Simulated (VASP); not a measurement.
**TiO2: single point with r2SCAN**

The system is TiO2.

```
Ti O
1.0
    -1.94564    1.94564    4.93514
     1.94564   -1.94564    4.93514
     1.94564    1.94564   -4.93514
Ti O
2 4
Direct
  0.00000 0.00000 0.00000
  0.75000 0.25000 0.50000
  0.20730 0.20730 0.00000
  0.95730 0.45730 0.50000
  0.54270 0.04270 0.50000
  0.79270 0.79270 0.00000
```

This cell differs from its parent crystal: strain +0.030 along x and y, +0.030 along z.

* Program: VASP 6.6.1
* Task: single point
* Functional: r2SCAN
* Potentials or basis: VASP PAW PBE potentials, release 64 (Ti_sv, O)
* Cutoff: 520 eV
* k mesh: 8 × 8 × 8
* Occupations: gaussian, width 0.05 eV
* Spin: no spin polarisation

```yaml
Pressure: -15.8 GPa
Largest_force: 0.441 eV/Å
Band_gap_on_the_k_mesh: 2.34 eV, indirect (least direct gap 2.64 eV)
```

Forces in eV/Å, atoms in the order of the input:
```
Ti   0.000  0.000  0.000
Ti   0.000  0.000  0.000
O    0.000  0.000 -0.441
O    0.000  0.000 -0.441
O    0.000  0.000  0.441
O    0.000  0.000  0.441
```

Stress tensor (GPa, compression positive):
```
-15.48   0.00   0.00
  0.00 -15.48   0.00
  0.00   0.00 -16.49
```

Levels at points of the mesh, in eV from the valence-band top:
| k point | band 20 | band 21 | band 22 | band 23 | band 24 | band 25 | band 26 | band 27 | band 28 | band 29 |
| --- | --- | --- | --- | --- | --- | --- | --- | --- | --- | --- |
| (0.00, 0.00, 0.00) | -0.83 | -0.83 | -0.79 | -0.37 | -0.37 | 2.34 | 2.94 | 3.96 | 3.96 | 3.99 |
| (0.50, 0.00, 0.00) | -1.83 | -1.72 | -0.95 | -0.80 | -0.64 | 3.30 | 3.52 | 3.57 | 3.60 | 4.21 |
| (0.50, 0.50, 0.00) | -2.48 | -1.90 | -1.90 | -0.02 | -0.02 | 3.33 | 3.33 | 3.74 | 3.74 | 4.74 |
| (0.50, 0.50, 0.50) | -1.32 | -1.27 | -1.27 | -0.12 | -0.12 | 2.63 | 2.63 | 3.75 | 3.75 | 4.23 |

Wall time 11 min on 1 thread of AMD EPYC 9R45 (Zen 5), with other jobs on the host, peak memory 0.31 GiB.

Caveat: the cell differs from its parent crystal (strain +0.030 along x and y, +0.030 along z); the PAW data sets were made with another functional, which shifts forces and pressure a little. A k mesh can miss the band edges.
